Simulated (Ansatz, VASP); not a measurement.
## One calculation of SbPb, two programs

File INCAR:

```
SYSTEM = SbPb
ALGO = Fast ; EDIFF = 1E-6
ENCUT = 520 ; GGA = CA
ISIF = 2 ; ISMEAR = 0
LASPH = .True. ; LCHARG = .True.
LELF = .True. ; LREAL = .False.
LVHAR = .True. ; LWAVE = .False.
NBANDS = 16 ; NELM = 60
PREC = Accurate ; SIGMA = 0.15
```

KPOINTS

```
k-points
0
Gamma
  14 14 14
  0 0 0
```

The input POSCAR:

```
SbPb
1.0
    0.0000000000      3.0735181495      3.2422542959
    3.0735181495      0.0000000000      3.2422542959
    3.0735181495      3.0735181495      0.0000000000
Sb Pb
1 1
Direct
    0.5000000000      0.5000000000      0.5000000000
    0.0000000000      0.0000000000      0.0000000000
```

Input for Ansatz:

```yaml
crystal:
  lattice:
    - [0.0, 3.0735181495, 3.2422542959]
    - [3.0735181495, 0.0, 3.2422542959]
    - [3.0735181495, 3.0735181495, 0.0]
  atoms:
    - { symbol: Sb, position: [0.5, 0.5, 0.5] }
    - { symbol: Pb, position: [0.0, 0.0, 0.0] }
basis:
  ecutwfc: 420
kpoints:
  mp_grid: { grid: [14, 14, 14] }
hamiltonian:
  xc: lda
scf:
  occupations: { method: gaussian, width: 0.15 }
output:
  forces: true
  stress: true
  eigenvalues: true
```

Alike in both runs: task single point; functional LDA; k mesh 14 × 14 × 14; occupations gaussian, width 0.15 eV; no spin polarisation.

|  | VASP | Ansatz |
| --- | --- | --- |
| version | VASP 6.6.1 | Ansatz 0.2.0 |
| potentials or method | VASP PAW LDA potentials, release 64 (Sb, Pb_d), cutoff 520 eV | scalar-relativistic, plane waves, PAW |
| valence electrons in the cell | 19 | 29 |

|  | VASP | Ansatz | Ansatz less VASP |
| --- | --- | --- | --- |
| gap on the k mesh at the Fermi level (eV) | none | none | - |
| pressure (GPa) | -1.0 | -1.1 | -0.05 |
| traceless stress, the component that is largest in VASP (GPa) | -2.96 | -2.93 | +0.031 |

LDA's correlation is that of Perdew and Zunger in VASP and of Perdew and Wang (1992) in Ansatz. A gap of «none» marks a metal or a gap that the smearing closes. VASP's potentials hold 19 valence electrons a cell and Ansatz's 29, so a difference there can come from the potentials and not from the codes.

Spin-orbit coupling is off throughout.
